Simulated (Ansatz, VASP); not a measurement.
One calculation of PbSe, two programs

INCAR

```
ALGO = Normal
EDIFF = 1E-7
ENCUT = 520
ISIF = 2
ISMEAR = 0
LASPH = T
LCHARG = F
LREAL = F
LWAVE = F
NBANDS = 17
NELM = 80
PREC = Accurate
SIGMA = 0.05
```

KPOINTS

```
k-points
0
Gamma
  7 7 7
```

POSCAR

```
PbSe
1.0
    3.7843220000      0.0000000000      0.0000000000
    0.0000000000      3.7843220000      0.0000000000
    0.0000000000      0.0000000000      3.7843220000
Pb Se
1 1
Direct
    0.0000000000      0.0000000000      0.0000000000
    0.5000000000      0.5000000000      0.5000000000
```

Contents of input.yaml:

```yaml
crystal:
  lattice:
    - [3.784322, 0.0, 0.0]
    - [0.0, 3.784322, 0.0]
    - [0.0, 0.0, 3.784322]
  atoms:
    - { symbol: Pb, position: [0.0, 0.0, 0.0] }
    - { symbol: Se, position: [0.5, 0.5, 0.5] }
kpoints:
  mp_grid: { grid: [7, 7, 7] }
scf:
  occupations: { method: gaussian, width: 0.05 }
hamiltonian:
  xc: lda
  pseudopotentials: { kind: all_electron, lapw: { basis_error: 0.001 } }
output:
  forces: true
  stress: true
  eigenvalues: true
```

Alike in both runs: task single point; functional LDA; k mesh 7 × 7 × 7; occupations gaussian, width 0.05 eV; no spin polarisation.

|  | VASP | Ansatz |
| --- | --- | --- |
| version | VASP 6.6.1 | Ansatz 0.2.0 |
| potentials or method | VASP PAW LDA potentials, release 64 (Pb_d, Se), cutoff 520 eV | all-electron LAPW, scalar-relativistic |

|  | VASP | Ansatz | Ansatz less VASP |
| --- | --- | --- | --- |
| gap on the k mesh at the Fermi level (eV) | none | none | - |
| pressure (GPa) | -4.7 | -4.8 | -0.06 |

LDA's correlation is that of Perdew and Zunger in VASP and of Perdew and Wang (1992) in Ansatz. A gap of «none» marks a metal or a gap that the smearing closes. Ansatz ran all-electron here, and VASP with PAW potentials.

Neither program's run includes spin-orbit coupling.
